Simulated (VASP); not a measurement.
# WC (P-6m2) in VASP: notebook

The runs below take WC through single point, with r2SCAN.

All numbers are computed with VASP 6.6.1; they aren't measurements. Logs are shortened: lines on timing, memory, paths and dates and some standing lists are left out, and cuts for length are marked.

### 1 The cell of the first run

Symmetry: P-6m2, No. 187, hexagonal system. The conventional cell has a = 2.912 Å, b = 2.912 Å, c = 2.836 Å, α = 90.00°, β = 90.00°, γ = 120.00°. Within 3.0 Å of W (site symmetry -6m2) lie 6 C at 2.20 Å and 8 W at 2.84 to 2.91 Å. C (site symmetry -6m2) has 6 W at 2.20 Å and 8 C at 2.84 to 2.91 Å within 3.0 Å.

### 2 Single point, r2SCAN

Contents of POSCAR:

```
WC
1.0
    2.9120972980      0.0000000000      0.0000000000
   -1.4560486490      2.5219502384      0.0000000000
    0.0000000000      0.0000000000      2.8361125444
W C
1 1
Direct
    0.0000000000      0.0000000000      0.0000000000
    0.6666666667      0.3333333333      0.5000000000
```

Contents of INCAR.step1:

```
ALGO = Normal
EDIFF = 1E-5
ENCUT = 910
GGA = PE
GGA_COMPAT = False
ISMEAR = 0
LASPH = True
LCHARG = False
LREAL = False
LWAVE = True
NBANDS = 16
NELM = 120
PREC = Accurate
SIGMA = 0.1
```

Contents of INCAR.step2:

```
ALGO = Normal
EDIFF = 1E-6
ENCUT = 910
GGA_COMPAT = False
ISIF = 2
ISMEAR = 0
ISTART = 1
LASPH = True
LCHARG = False
LMIXTAU = True
LREAL = False
LWAVE = False
METAGGA = R2SCAN
NBANDS = 16
NELM = 120
PREC = Accurate
SIGMA = 0.1
```

Contents of KPOINTS:

```
k-points
0
Gamma
  18 18 14
```

Potentials or basis: VASP PAW PBE potentials, release 64 (W_sv, C_h).

Run with:

```console
> cat potpaw_PBE.64/W_sv/POTCAR potpaw_PBE.64/C_h/POTCAR > POTCAR
> cp INCAR.step1 INCAR
> mpirun -np 1 vasp_std > vasp.out
> cp INCAR.step2 INCAR
> mpirun -np 1 vasp_std > vasp.out
```

OUTCAR:

```text
EDIFF = 1E-6
   ENCUT = 910
   ISIF = 2
   ISMEAR = 0
   ISTART = 1
   LASPH = True
   LREAL = False
   METAGGA = R2SCAN
   NELM = 120
   PREC = Accurate

 ion  position               nearest neighbor table
   1  0.000  0.000  0.000-   2 2.20   2 2.20   2 2.20   2 2.20   2 2.20   2 2.20
   2  0.667  0.333  0.500-   1 2.20   1 2.20   1 2.20   1 2.20   1 2.20   1 2.20

  LATTYP: Found a hexagonal cell.
 ALAT       =     2.9120972980
 C/A-ratio  =     0.9739072064

  Lattice vectors:

 A1 = (   2.9120972980,   0.0000000000,   0.0000000000)
 A2 = (  -1.4560486490,   2.5219502384,   0.0000000000)
 A3 = (   0.0000000000,   0.0000000000,   2.8361125444)

Analysis of symmetry for initial positions (statically):
=====================================================================
 Subroutine PRICEL returns:
 Original cell was already a primitive cell.

 Routine SETGRP: Setting up the symmetry group for a
 hexagonal supercell.

 Subroutine GETGRP returns: Found 12 space group operations
 (whereof 12 operations were pure point group operations)
 out of a pool of 24 trial point group operations.

The static configuration has the point symmetry D_3h.

Analysis of symmetry for dynamics (positions and initial velocities):
=====================================================================
 Subroutine PRICEL returns:
 Original cell was already a primitive cell.

 Routine SETGRP: Setting up the symmetry group for a
 hexagonal supercell.

 Subroutine GETGRP returns: Found 12 space group operations
 (whereof 12 operations were pure point group operations)
 out of a pool of 24 trial point group operations.

The dynamic configuration has the point symmetry D_3h.

 Subroutine INISYM returns: Found 12 space group operations
 (whereof 12 operations are pure point group operations),
 and found     1 'primitive' translations

----------------------------------------------------------------------------------------

                                     Primitive cell

  volume of cell :      20.8289

  direct lattice vectors                    reciprocal lattice vectors
     2.912097298  0.000000000  0.000000000     0.343395120  0.198259265  0.000000000
    -1.456048649  2.521950238  0.000000000     0.000000000  0.396518529  0.000000000
     0.000000000  0.000000000  2.836112544     0.000000000  0.000000000  0.352595316

  length of vectors
     2.912097298  2.912097298  2.836112544     0.396518530  0.396518529  0.352595316

  position of ions in fractional coordinates (direct lattice)
     0.000000000  0.000000000  0.000000000
     0.666666667  0.333333333  0.500000000

  ion indices of the primitive-cell ions
   primitive index   ion index
                 1           1
                 2           2

----------------------------------------------------------------------------------------

 KPOINTS: k-points

Automatic generation of k-mesh.
 Grid dimensions read from file:
 generate k-points for:   18   18   14

 Generating k-lattice:

  Cartesian coordinates                     Fractional coordinates (reciprocal lattice)
     0.019077507  0.011014404  0.000000000     0.055555556  0.000000000  0.000000000
     0.000000000  0.022028807  0.000000000     0.000000000  0.055555556  0.000000000
     0.000000000  0.000000000  0.025185380     0.000000000  0.000000000  0.071428571

  Length of vectors
     0.022028807  0.022028807  0.025185380

  Shift w.r.t. Gamma in fractional coordinates (k-lattice)
     0.000000000  0.000000000  0.000000000

 Subroutine IBZKPT returns following result:
 ===========================================

 Found    296 irreducible k-points:

 Following reciprocal coordinates:
            Coordinates               Weight
  0.000000  0.000000  0.000000      1.000000
  0.055556 -0.000000  0.000000      6.000000
  0.111111 -0.000000  0.000000      6.000000
  0.166667 -0.000000  0.000000      6.000000
  0.222222  0.000000  0.000000      6.000000
  0.277778  0.000000  0.000000      6.000000
[... 16 lines left out ...]
  0.333333  0.111111  0.000000     12.000000
  0.388889  0.111111  0.000000     12.000000
 [... further k-points ...]
   k-points           NKPTS =    296   k-points in BZ     NKDIM =    296   number of bands    NBANDS=     16
   number of dos      NEDOS =    301   number of ions     NIONS =      2
   total plane-waves  NPLWV =  25200
   dimension x,y,z NGX =    30 NGY =   30 NGZ =   28
   dimension x,y,z NGXF=    60 NGYF=   60 NGZF=   56
   ions per type =               1   1
   NGX,Y,Z   is equivalent  to a cutoff of  17.13, 17.13, 16.41 a.u.
   NGXF,Y,Z  is equivalent  to a cutoff of  34.25, 34.25, 32.83 a.u.
 SYSTEM =  unknown system
   PREC   = accura    normal or accurate (medium, high low for compatibility)
   ISTART =      1    job   : 0-new  1-cont  2-samecut
   ICHARG =      0    charge: 1-file 2-atom 10-const
   ISPIN  =      1    spin polarized calculation?
   LNONCOLLINEAR =      F non collinear calculations
   LSORBIT =      F    spin-orbit coupling
   LASPH  =      T    aspherical Exc in radial PAW
   ENCUT  =  910.0 eV  66.88 Ry    8.18 a.u.   7.16  7.16  6.98*2*pi/ulx,y,z
   NELM   =    120;   NELMIN=  2; NELMDL=  0     # of ELM steps
   EDIFF  = 0.1E-05   stopping-criterion for ELM
   LREAL  =      F    real-space projection
[... 7 lines left out ...]
   TEBEG  =    0.0;   TEEND  =   0.0 temperature during run
   PSTRESS=    0.0 pullay stress
   NELECT =      18.0000    total number of electrons
   NUPDOWN=      -1.0000    fix difference up-down
   EMIN   =  10.00;   EMAX   =-10.00  energy-range for DOS
   EFERMI =   0.00;   METHOD = LEGACY
   ISMEAR =     0;   SIGMA  =   0.10  broadening in eV -4-tet -1-fermi 0-gaus
   EFERMI_NEDOS =   21; number of points for ismear=-14 and -15
   IALGO  =     38    algorithm
   IMIX   =      4    mixing-type and parameters
     AMIX     =   0.40;   BMIX     =  1.00
     AMIX_MAG =   1.60;   BMIX_MAG =  1.00
  volume/ion in A,a.u.               =      10.41        70.28
  Fermi-wavevector in a.u.,A,eV,Ry     =   1.559350  2.946745 33.083568  2.431574
  Thomas-Fermi vector in A             =   2.662722
   LORBIT       =      0    0 simple, 1 ext, 2 COOP (PROOUT), +10 PAW based schemes
   METAGGA = R2SCAN    functional components
   LHFCALC =     F    Hartree Fock is set to
   AEXX    =    0.0000 exact exchange contribution
   IVDW    =     0    specifies the selected vdW correction
   LEPSILON=     F    determine dielectric tensor
   LRPA    =     F    only Hartree local field effects (RPA)
 non-spin polarized calculation
 Gauss-broadening in eV      SIGMA  =   0.10
  energy-cutoff  :      910.00
  volume of cell :       20.83
 maximum number of plane-waves:      1322
 NGX is ok and might be reduce to    30
   NGX = 15   NGY = 15   NGZ = 13

 number of electron      18.0000001 magnetization

 Free energy of the ion-electron system (eV)
  ---------------------------------------------------
  ext. energy  EPLUGINS =         0.00000000
  ---------------------------------------------------
  free energy    TOTEN  =       -61.62375268 eV

  energy without entropy =      -61.62233368  energy(sigma->0) =      -61.62304318

 E-fermi :  11.2252     XC(G=0): -14.9498

 val. band max:       11.2066029760   @ k =   0.0556  -0.0000   0.2857
 cond. band min:      11.2349354808   @ k =   0.0556  -0.0000   0.2143
 fundamental gap:      0.0283325048
 Fermi energy:        11.2252162211

 k-point     1 :       0.0000    0.0000    0.0000
  band No.  band energies     occupation
      1     -64.7131      2.00000
      2     -28.0154      2.00000
      3     -27.9171      2.00000
      4     -27.9171      2.00000
      5      -3.9706      2.00000
      6       6.7742      2.00000
[... 8 lines left out ...]
     15      26.4766      0.00000
     16      28.7786      0.00000

 k-point     2 :       0.0556   -0.0000    0.0000
  band No.  band energies     occupation
      1     -64.7112      2.00000
      2     -28.0119      2.00000
      3     -27.9441      2.00000
      4     -27.9232      2.00000
      5      -3.8871      2.00000
      6       6.8081      2.00000
[... 8 lines left out ...]
     15      26.2700      0.00000
     16      28.9598      0.00000

 k-point     3 :       0.1111   -0.0000    0.0000
  band No.  band energies     occupation
      1     -64.7057      2.00000
      2     -28.0215      2.00000
      3     -28.0019      2.00000
      4     -27.9406      2.00000
      5      -3.6433      2.00000
      6       6.7816      2.00000
[... 8 lines left out ...]
     15      25.9375      0.00000
     16      29.4820      0.00000

 k-point     4 :       0.1667   -0.0000    0.0000
  band No.  band energies     occupation
      1     -64.6972      2.00000
      2     -28.1383      2.00000
      3     -27.9866      2.00000
      4     -27.9673      2.00000
      5      -3.2586      2.00000
      6       6.3797      2.00000
[... 8 lines left out ...]
     15      25.7693      0.00000
     16      30.2865      0.00000

 k-point     5 :       0.2222    0.0000    0.0000
  band No.  band energies     occupation
      1     -64.6868      2.00000
      2     -28.2791      2.00000
      3     -27.9998      2.00000
      4     -27.9677      2.00000
      5      -2.7636      2.00000
      6       5.7985      2.00000
[... 8 lines left out ...]
     15      25.9244      0.00000
     16      30.5705      0.00000

 k-point     6 :       0.2778    0.0000    0.0000
  band No.  band energies     occupation
      1     -64.6757      2.00000
      2     -28.4260      2.00000
      3     -28.0341      2.00000
      4     -27.9476      2.00000
      5      -2.1999      2.00000
      6       5.2182      2.00000
[... 8 lines left out ...]
     15      26.4925      0.00000
     16      29.8626      0.00000

 k-point     7 :       0.3333   -0.0000    0.0000
  band No.  band energies     occupation
      1     -64.6653      2.00000
      2     -28.5613      2.00000
      3     -28.0662      2.00000
      4     -27.9286      2.00000
      5      -1.6210      2.00000
      6       4.7047      2.00000
[... 8 lines left out ...]
     15      27.0787      0.00000
     16      28.7550      0.00000

 k-point     8 :       0.3889    0.0000    0.0000
  band No.  band energies     occupation
      1     -64.6568      2.00000
      2     -28.6699      2.00000
      3     -28.0922      2.00000
      4     -27.9130      2.00000
      5      -1.0972      2.00000
      6       4.2945      2.00000
[... 8 lines left out ...]
     15      26.2624      0.00000
     16      29.2153      0.00000

 k-point     9 :       0.4444    0.0000    0.0000
  band No.  band energies     occupation
      1     -64.6512      2.00000
      2     -28.7399      2.00000
      3     -28.1091      2.00000
      4     -27.9029      2.00000
      5      -0.7183      2.00000
      6       4.0214      2.00000
[... 8 lines left out ...]
     15      25.2634      0.00000
     16      30.0781      0.00000
[... 172 lines left out ...]
 k-point    19 :       0.1111    0.1111    0.0000
  band No.  band energies     occupation
      1     -64.6925      2.00000
      2     -28.1929      2.00000
      3     -27.9915      2.00000
      4     -27.9781      2.00000
      5      -3.0372      2.00000
      6       6.1438      2.00000
[... 8 lines left out ...]
     15      25.8015      0.00000
     16      30.3589      0.00000

 k-point    20 :       0.1667    0.1111    0.0000
  band No.  band energies     occupation
      1     -64.6827      2.00000
      2     -28.3144      2.00000
      3     -28.0322      2.00000
      4     -27.9604      2.00000
      5      -2.5566      2.00000
      6       5.6348      2.00000
[... 8 lines left out ...]
     15      26.0425      0.00000
     16      30.4255      0.00000

 k-point    21 :       0.2222    0.1111    0.0000
  band No.  band energies     occupation
      1     -64.6723      2.00000
      2     -28.4409      2.00000
      3     -28.0760      2.00000
      4     -27.9414      2.00000
      5      -2.0063      2.00000
      6       5.1310      2.00000
[... 8 lines left out ...]
     15      26.6191      0.00000
     16      29.6714      0.00000

 k-point    22 :       0.2778    0.1111    0.0000
  band No.  band energies     occupation
      1     -64.6625      2.00000
      2     -28.5576      2.00000
      3     -28.1171      2.00000
      4     -27.9235      2.00000
      5      -1.4385      2.00000
      6       4.6848      2.00000
[... 8 lines left out ...]
     15      27.2853      0.00000
     16      28.6481      0.00000

 k-point    23 :       0.3333    0.1111    0.0000
  band No.  band energies     occupation
      1     -64.6545      2.00000
      2     -28.6513      2.00000
      3     -28.1505      2.00000
      4     -27.9089      2.00000
      5      -0.9233      2.00000
      6       4.3300      2.00000
[... 8 lines left out ...]
     15      26.7392      0.00000
     16      28.9910      0.00000

 k-point    24 :       0.3889    0.1111    0.0000
  band No.  band energies     occupation
      1     -64.6493      2.00000
      2     -28.7118      2.00000
      3     -28.1722      2.00000
      4     -27.8994      2.00000
      5      -0.5506      2.00000
      6       4.0957      2.00000
[... 8 lines left out ...]
     15      25.8783      0.00000
     16      29.7185      0.00000

 [... further k-points ...]

------------------------ aborting loop because EDIFF is reached ----------------------------------------

  FORCE on cell =-STRESS in cart. coord.  units (eV):
  Direction    XX          YY          ZZ          XY          YZ          ZX
  --------------------------------------------------------------------------------------
  -------------------------------------------------------------------------------------
  Total        0.2268000      0.2268000      0.2672507      0.0000000      0.0000000      0.0000000
  in kB       17.4456768     17.4456768     20.5571788      0.0000000      0.0000000      0.0000000
  external PRESSURE =      18.4828441 kB  Pullay stress =       0.0000000 kB

 VOLUME and BASIS-vectors are now :
 -----------------------------------------------------------------------------
  energy-cutoff  :      910.00
  volume of cell :       20.83
      direct lattice vectors                 reciprocal lattice vectors
     2.912097298  0.000000000  0.000000000     0.343395120  0.198259265  0.000000000
    -1.456048649  2.521950238  0.000000000     0.000000000  0.396518529  0.000000000
     0.000000000  0.000000000  2.836112544     0.000000000  0.000000000  0.352595316

 POSITION                                       TOTAL-FORCE (eV/Angst)
 -----------------------------------------------------------------------------------
      0.00000      0.00000      0.00000         0.000000      0.000000      0.000000
      1.45605      0.84065      1.41806        -0.000000      0.000000      0.000000
 -----------------------------------------------------------------------------------
    total drift:                               -0.000000      0.000000      0.000000

  FREE ENERGIE OF THE ION-ELECTRON SYSTEM (eV)
  ---------------------------------------------------
  free  energy   TOTEN  =       -61.6237526765 eV

  energy  without entropy=      -61.6223336788  energy(sigma->0) =      -61.62304318
```

Wall time 4.2 min (1 thread of Intel Xeon 6975P-C (Granite Rapids), shared host); peak memory 0.35 GiB.

Results:

```yaml
Free_energy: -61.6238 eV
Pressure: 1.8 GPa
Band_gap_on_the_k_mesh: zero (bands 9 and 10 overlap by 1.32 eV)
```

Caveat: the cutoff is under 1.25 times the usual one of these potentials, so pressure, stress and relaxed cells hold a basis-set (Pulay) error; the PAW data sets were made with another functional, which shifts forces and pressure a little; spin-orbit coupling is left out, which moves the levels of the heavy elements.

### 3 Single point, r2SCAN (10.73 Å³/atom)

This run uses another cell than the first one, of 10.73 Å³/atom.

Contents of POSCAR:

```
WC
1.0
    2.9433673833      0.0000000000      0.0000000000
   -1.4716836916      2.5490309266      0.0000000000
    0.0000000000      0.0000000000      2.8594565542
W C
1 1
Direct
    0.0000000000      0.0000000000      0.0000000000
    0.6666666667      0.3333333333      0.5000000000
```

Contents of INCAR.step1:

```
PREC = Accurate
ENCUT = 910
ISMEAR = 0
SIGMA = 0.1
LREAL = F
LASPH = T
NELM = 120
NBANDS = 16
GGA = PE
ALGO = Normal
EDIFF = 1E-5
LWAVE = T
LCHARG = F
GGA_COMPAT = F
```

Contents of INCAR.step2:

```
PREC = Accurate
ENCUT = 910
EDIFF = 1E-6
ISMEAR = 0
SIGMA = 0.1
LREAL = F
LASPH = T
NELM = 120
ALGO = Normal
ISIF = 2
LWAVE = F
LCHARG = F
METAGGA = R2SCAN
LMIXTAU = T
NBANDS = 16
ISTART = 1
GGA_COMPAT = F
```

Contents of KPOINTS:

```
Automatic mesh
0
Gamma
  18 18 14
```

Potentials or basis: VASP PAW PBE potentials, release 64 (W_sv, C_h).

Run with:

```console
> cat potpaw_PBE.64/W_sv/POTCAR potpaw_PBE.64/C_h/POTCAR > POTCAR
> cp INCAR.step1 INCAR
> mpirun -np 1 vasp_std > vasp.out
> cp INCAR.step2 INCAR
> mpirun -np 1 vasp_std > vasp.out
```

Run time: 4.2 min. Hardware: 1 thread of Intel Xeon 6975P-C (Granite Rapids), shared host; peak memory 0.35 GiB.

Results (log left out):

```yaml
Free_energy: -61.6084 eV
Pressure: -9.5 GPa
Band_gap_on_the_k_mesh: zero (bands 9 and 10 overlap by 1.30 eV)
```

Stress tensor (GPa, compression positive):
```
-9.61  0.00  0.00
 0.00 -9.61  0.00
 0.00  0.00 -9.37
```

Levels at points of the mesh, in eV from the Fermi level:
```tsv
k point	band 5	band 6	band 7	band 8	band 9	band 10	band 11	band 12	band 13	band 14
(0.00, 0.00, 0.00)	-14.96	-4.28	-3.35	-3.35	0.16	3.29	3.29	5.81	5.81	6.54
(0.50, 0.00, 0.00)	-11.68	-7.16	-3.55	-3.52	-0.50	2.43	4.53	4.86	7.11	9.94
(0.00, 0.00, 0.50)	-11.03	-8.77	-2.03	-2.03	-0.51	-0.51	3.77	4.75	4.75	10.37
(0.50, 0.00, 0.50)	-11.77	-6.50	-4.33	-4.26	0.19	4.39	5.27	6.68	9.33	10.30
```

Caveat: the cutoff is under 1.25 times the usual one of these potentials, so pressure, stress and relaxed cells hold a basis-set (Pulay) error; the cell stands under tension; the PAW data sets were made with another functional, which shifts forces and pressure a little; spin-orbit coupling is left out, which moves the levels of the heavy elements.
